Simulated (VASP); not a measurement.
# Sb (Pm-3m) in VASP: a series of runs

Sb is run at these levels: PBEsol; tasks: single point.

All numbers are computed with VASP 6.6.1; they aren't measurements. Logs are shortened: lines on timing, memory, paths and dates and some standing lists are left out, and cuts for length are marked.

## (1) The cell of the first run

The structure is cubic, space group Pm-3m (No. 221). Conventional cell: a = 3.142 Å, b = 3.142 Å, c = 3.142 Å, α = 90.00°, β = 90.00°, γ = 90.00°. Sb (site symmetry m-3m) has 6 Sb at 3.14 Å within 4.1 Å.

## (2) Single point, PBEsol (strained)

Contents of INCAR:

```
SYSTEM = Sb
PREC = Accurate ; ENCUT = 520
EDIFF = 1E-7 ; ISMEAR = 0
SIGMA = 0.1 ; LREAL = .False.
LASPH = .True. ; NELM = 100
ALGO = Normal ; ISIF = 2
LWAVE = .False. ; LCHARG = .True.
GGA = PS ; LELF = .True.
LVHAR = .True. ; NBANDS = 8
```

Contents of KPOINTS:

```
Automatic mesh
0
Gamma
  14 14 14
  0 0 0
```

Contents of POSCAR:

```
Sb
1.0
    3.1415456000      0.0000000000      0.0000000000
    0.0000000000      3.1415456000      0.0000000000
    0.0000000000      0.0000000000      3.1415456000
Sb
1
Direct
    0.0000000000      0.0000000000      0.0000000000
```

Potentials or basis: VASP PAW PBE potentials, release 64 (Sb).

Launch:

```bash
cat potpaw_PBE.64/Sb/POTCAR > POTCAR
mpirun -np 1 vasp_std > vasp.out
```

OUTCAR:

```text
SYSTEM = Sb
   PREC = Accurate
   ENCUT = 520
   EDIFF = 1E-7
   ISMEAR = 0
   LREAL = .False.
   LASPH = .True.
   NELM = 100
   ISIF = 2
   GGA = PS

 ion  position               nearest neighbor table
   1  0.000  0.000  0.000-

  LATTYP: Found a simple cubic cell.
 ALAT       =     3.1415456000

  Lattice vectors:

 A1 = (   3.1415456000,   0.0000000000,   0.0000000000)
 A2 = (   0.0000000000,   3.1415456000,   0.0000000000)
 A3 = (   0.0000000000,   0.0000000000,   3.1415456000)

Analysis of symmetry for initial positions (statically):
=====================================================================
 Subroutine PRICEL returns:
 Original cell was already a primitive cell.

 Routine SETGRP: Setting up the symmetry group for a
 simple cubic supercell.

 Subroutine GETGRP returns: Found 48 space group operations
 (whereof 48 operations were pure point group operations)
 out of a pool of 48 trial point group operations.

The static configuration has the point symmetry O_h .

Analysis of symmetry for dynamics (positions and initial velocities):
=====================================================================
 Subroutine PRICEL returns:
 Original cell was already a primitive cell.

 Routine SETGRP: Setting up the symmetry group for a
 simple cubic supercell.

 Subroutine GETGRP returns: Found 48 space group operations
 (whereof 48 operations were pure point group operations)
 out of a pool of 48 trial point group operations.

The dynamic configuration has the point symmetry O_h .

 Subroutine INISYM returns: Found 48 space group operations
 (whereof 48 operations are pure point group operations),
 and found     1 'primitive' translations

----------------------------------------------------------------------------------------

                                     Primitive cell

  volume of cell :      31.0049

  direct lattice vectors                    reciprocal lattice vectors
     3.141545600  0.000000000  0.000000000     0.318314654  0.000000000  0.000000000
     0.000000000  3.141545600  0.000000000     0.000000000  0.318314654  0.000000000
     0.000000000  0.000000000  3.141545600     0.000000000  0.000000000  0.318314654

  length of vectors
     3.141545600  3.141545600  3.141545600     0.318314654  0.318314654  0.318314654

  position of ions in fractional coordinates (direct lattice)
     0.000000000  0.000000000  0.000000000

  ion indices of the primitive-cell ions
   primitive index   ion index
                 1           1

----------------------------------------------------------------------------------------

 KPOINTS: Automatic mesh

Automatic generation of k-mesh.
 Grid dimensions read from file:
 generate k-points for:   14   14   14

 Generating k-lattice:

  Cartesian coordinates                     Fractional coordinates (reciprocal lattice)
     0.022736761  0.000000000  0.000000000     0.071428571  0.000000000  0.000000000
     0.000000000  0.022736761  0.000000000     0.000000000  0.071428571  0.000000000
     0.000000000  0.000000000  0.022736761     0.000000000  0.000000000  0.071428571

  Length of vectors
     0.022736761  0.022736761  0.022736761

  Shift w.r.t. Gamma in fractional coordinates (k-lattice)
     0.000000000  0.000000000  0.000000000

 Subroutine IBZKPT returns following result:
 ===========================================

 Found    120 irreducible k-points:

 Following reciprocal coordinates:
            Coordinates               Weight
  0.000000  0.000000  0.000000      1.000000
  0.071429  0.000000  0.000000      6.000000
  0.142857  0.000000  0.000000      6.000000
  0.214286  0.000000  0.000000      6.000000
  0.285714  0.000000  0.000000      6.000000
  0.357143  0.000000  0.000000      6.000000
[... 16 lines left out ...]
  0.285714  0.214286  0.000000     24.000000
  0.357143  0.214286  0.000000     24.000000
 [... further k-points ...]
   k-points           NKPTS =    120   k-points in BZ     NKDIM =    120   number of bands    NBANDS=      8
   number of dos      NEDOS =    301   number of ions     NIONS =      1
   total plane-waves  NPLWV =  13824
   dimension x,y,z NGX =    24 NGY =   24 NGZ =   24
   dimension x,y,z NGXF=    48 NGYF=   48 NGZF=   48
   ions per type =               1
   NGX,Y,Z   is equivalent  to a cutoff of  12.70, 12.70, 12.70 a.u.
   NGXF,Y,Z  is equivalent  to a cutoff of  25.40, 25.40, 25.40 a.u.
 SYSTEM =  Sb
   PREC   = accura    normal or accurate (medium, high low for compatibility)
   ISTART =      0    job   : 0-new  1-cont  2-samecut
   ICHARG =      2    charge: 1-file 2-atom 10-const
   ISPIN  =      1    spin polarized calculation?
   LNONCOLLINEAR =      F non collinear calculations
   LSORBIT =      F    spin-orbit coupling
   LASPH  =      T    aspherical Exc in radial PAW
   ENCUT  =  520.0 eV  38.22 Ry    6.18 a.u.   5.84  5.84  5.84*2*pi/ulx,y,z
   NELM   =    100;   NELMIN=  2; NELMDL= -5     # of ELM steps
   EDIFF  = 0.1E-06   stopping-criterion for ELM
   LREAL  =      F    real-space projection
   EDIFFG = 0.1E-05   stopping-criterion for IOM
   NSW    =      0    number of steps for IOM
   IBRION =     -1    ionic relax: 0-MD 1-quasi-New 2-CG
   NFREE  =      0    steps in history (QN), initial steepest desc. (CG)
   ISIF   =      2    stress and relaxation
   ISYM   =      2    0-nonsym 1-usesym 2-fastsym
   POTIM  = 0.5000    time-step for ionic-motion
   TEBEG  =    0.0;   TEEND  =   0.0 temperature during run
   PSTRESS=    0.0 pullay stress
   NELECT =       5.0000    total number of electrons
   NUPDOWN=      -1.0000    fix difference up-down
   EMIN   =  10.00;   EMAX   =-10.00  energy-range for DOS
   EFERMI =   0.00;   METHOD = LEGACY
   ISMEAR =     0;   SIGMA  =   0.10  broadening in eV -4-tet -1-fermi 0-gaus
   EFERMI_NEDOS =   21; number of points for ismear=-14 and -15
   IALGO  =     38    algorithm
   IMIX   =      4    mixing-type and parameters
     AMIX     =   0.40;   BMIX     =  1.00
     AMIX_MAG =   1.60;   BMIX_MAG =  1.00
  volume/ion in A,a.u.               =      31.00       209.23
  Fermi-wavevector in a.u.,A,eV,Ry     =   0.891090  1.683916 10.803584  0.794041
  Thomas-Fermi vector in A             =   2.012865
   LORBIT       =      0    0 simple, 1 ext, 2 COOP (PROOUT), +10 PAW based schemes
   GGA     = PS    functional components
   LHFCALC =     F    Hartree Fock is set to
   AEXX    =    0.0000 exact exchange contribution
   IVDW    =     0    specifies the selected vdW correction
   LEPSILON=     F    determine dielectric tensor
   LRPA    =     F    only Hartree local field effects (RPA)
 non-spin polarized calculation
 Gauss-broadening in eV      SIGMA  =   0.10
  energy-cutoff  :      520.00
  volume of cell :       31.00
 maximum number of plane-waves:       858
 NGX is ok and might be reduce to    24
   NGX = 11   NGY = 11   NGZ = 11

 number of electron       5.0000000 magnetization

 Free energy of the ion-electron system (eV)
  ---------------------------------------------------
  ext. energy  EPLUGINS =         0.00000000
  ---------------------------------------------------
  free energy    TOTEN  =        -4.50769686 eV

  energy without entropy =       -4.50401698  energy(sigma->0) =       -4.50585692

 E-fermi :   6.4406     XC(G=0):  -9.5906

 val. band max:        6.4337524176   @ k =   0.5000   0.4286   0.3571
 cond. band min:       6.4462918122   @ k =   0.4286   0.2857   0.2857
 fundamental gap:      0.0125393946
 Fermi energy:         6.4405969407

 k-point     1 :       0.0000    0.0000    0.0000
  band No.  band energies     occupation
      1      -5.5971      2.00000
      2       9.6750      0.00000
      3       9.6750      0.00000
      4       9.6750      0.00000
      5      13.4229      0.00000
      6      13.4229      0.00000
      7      14.4138      0.00000
      8      24.0218      0.00000

 k-point     2 :       0.0714    0.0000    0.0000
  band No.  band energies     occupation
      1      -5.5260      2.00000
      2       8.7723      0.00000
      3       9.7444      0.00000
      4       9.7444      0.00000
      5      13.4808      0.00000
      6      13.9178      0.00000
      7      14.9854      0.00000
      8      23.3064      0.00000

 k-point     3 :       0.1429    0.0000    0.0000
  band No.  band energies     occupation
      1      -5.3150      2.00000
      2       7.1193      0.00000
      3       9.9472      0.00000
      4       9.9472      0.00000
      5      13.6536      0.00000
      6      14.2654      0.00000
      7      16.7702      0.00000
      8      22.1018      0.00000

 k-point     4 :       0.2143    0.0000    0.0000
  band No.  band energies     occupation
      1      -4.9720      2.00000
      2       5.4225      2.00000
      3      10.2660      0.00000
      4      10.2660      0.00000
      5      13.9376      0.00000
      6      14.6131      0.00000
      7      18.8440      0.00000
      8      20.8714      0.00000

 k-point     5 :       0.2857    0.0000    0.0000
  band No.  band energies     occupation
      1      -4.5166      2.00000
      2       3.8579      2.00000
      3      10.6663      0.00000
      4      10.6663      0.00000
      5      14.3230      0.00000
      6      15.0714      0.00000
      7      19.7293      0.00000
      8      19.7293      0.00000
[... 177 lines left out ...]
 k-point    22 :       0.2143    0.2143    0.0000
  band No.  band energies     occupation
      1      -4.3455      2.00000
      2       5.8686      2.00000
      3       6.1902      1.99960
      4      10.8600      0.00000
      5      14.7258      0.00000
      6      16.1582      0.00000
      7      19.0618      0.00000
      8      19.9789      0.00000

 k-point    23 :       0.2857    0.2143    0.0000
  band No.  band energies     occupation
      1      -3.8885      2.00000
      2       4.4482      2.00000
      3       6.4715      0.66183
      4      11.2623      0.00000
      5      14.5035      0.00000
      6      15.5019      0.00000
      7      19.7059      0.00000
      8      20.1904      0.00000

 k-point    24 :       0.3571    0.2143    0.0000
  band No.  band energies     occupation
      1      -3.3648      2.00000
      2       3.1165      2.00000
      3       6.9353      0.00000
      4      11.6847      0.00000
      5      13.5079      0.00000
      6      15.8976      0.00000
      7      19.2439      0.00000
      8      19.4179      0.00000

 [... further k-points ...]

------------------------ aborting loop because EDIFF is reached ----------------------------------------

  FORCE on cell =-STRESS in cart. coord.  units (eV):
  Direction    XX          YY          ZZ          XY          YZ          ZX
  --------------------------------------------------------------------------------------
  -------------------------------------------------------------------------------------
  Total       -0.7624053     -0.7624053     -0.7624053     -0.0000000     -0.0000000     -0.0000000
  in kB      -39.3972948    -39.3972948    -39.3972948     -0.0000000     -0.0000000     -0.0000000
  external PRESSURE =     -39.3972948 kB  Pullay stress =       0.0000000 kB

 VOLUME and BASIS-vectors are now :
 -----------------------------------------------------------------------------
  energy-cutoff  :      520.00
  volume of cell :       31.00
      direct lattice vectors                 reciprocal lattice vectors
     3.141545600  0.000000000  0.000000000     0.318314654  0.000000000  0.000000000
     0.000000000  3.141545600  0.000000000     0.000000000  0.318314654  0.000000000
     0.000000000  0.000000000  3.141545600     0.000000000  0.000000000  0.318314654

 POSITION                                       TOTAL-FORCE (eV/Angst)
 -----------------------------------------------------------------------------------
      0.00000      0.00000      0.00000         0.000000      0.000000      0.000000
 -----------------------------------------------------------------------------------
    total drift:                               -0.000000      0.000000      0.000000

  FREE ENERGIE OF THE ION-ELECTRON SYSTEM (eV)
  ---------------------------------------------------
  free  energy   TOTEN  =        -4.5076968643 eV

  energy  without entropy=       -4.5040169781  energy(sigma->0) =       -4.50585692
```

Wall time 6.1 s (1 thread of Intel Xeon 6975P-C (Granite Rapids), shared host); peak memory 0.15 GiB.

Results:

- Free energy: -4.5077 eV
- Pressure: -3.9 GPa

Caveat: the cell differs from its parent crystal (strained); the PAW data sets were made with another functional, which shifts forces and pressure a little; spin-orbit coupling is left out, which moves the levels of the heavy elements.

## (3) Single point, PBEsol (strained)

Contents of INCAR:

```
SYSTEM = Sb
  ALGO = Normal
  EDIFF = 1E-7
  ENCUT = 520
  GGA = PS
  ISIF = 2
  ISMEAR = 0
  LASPH = .True.
  LCHARG = .False.
  LREAL = .False.
  LWAVE = .False.
  NBANDS = 8
  NELM = 60
  PREC = Accurate
  SIGMA = 0.1
```

Contents of KPOINTS:

```
k-points
0
Gamma
  14 14 14
  0 0 0
```

Contents of POSCAR:

```
Sb
1.0
    3.3149980000      0.0000000000      0.0000000000
    0.0000000000      3.3149980000      0.0000000000
    0.0000000000      0.0000000000      3.3149980000
Sb
1
Direct
    0.0000000000      0.0000000000      0.0000000000
```

Potentials or basis: VASP PAW PBE potentials, release 64 (Sb).

Launch:

```bash
cat potpaw_PBE.64/Sb/POTCAR > POTCAR
mpirun -np 1 vasp_std > vasp.out
```

Wall time 11 s (1 thread of Intel Xeon 6975P-C (Granite Rapids), shared host); peak memory 0.17 GiB.

The run converged. Its results:

| Item | Value |
| --- | --- |
| Free energy | -4.2794 eV |
| Pressure | -8.7 GPa |

Levels at points of the mesh, in eV from the Fermi level:
```tsv
k point	band 1	band 2	band 3	band 4	band 5
(0.00, 0.00, 0.00)	-10.98	2.82	2.82	2.82	6.83
(0.50, 0.00, 0.00)	-9.22	-4.28	4.25	4.25	8.60
(0.50, 0.50, 0.00)	-7.41	-2.66	-2.66	2.85	5.63
(0.50, 0.50, 0.50)	-5.50	-1.18	-1.18	-1.18	5.13
```

Caveat: the cell differs from its parent crystal (strained); the PAW data sets were made with another functional, which shifts forces and pressure a little; spin-orbit coupling is left out, which moves the levels of the heavy elements.
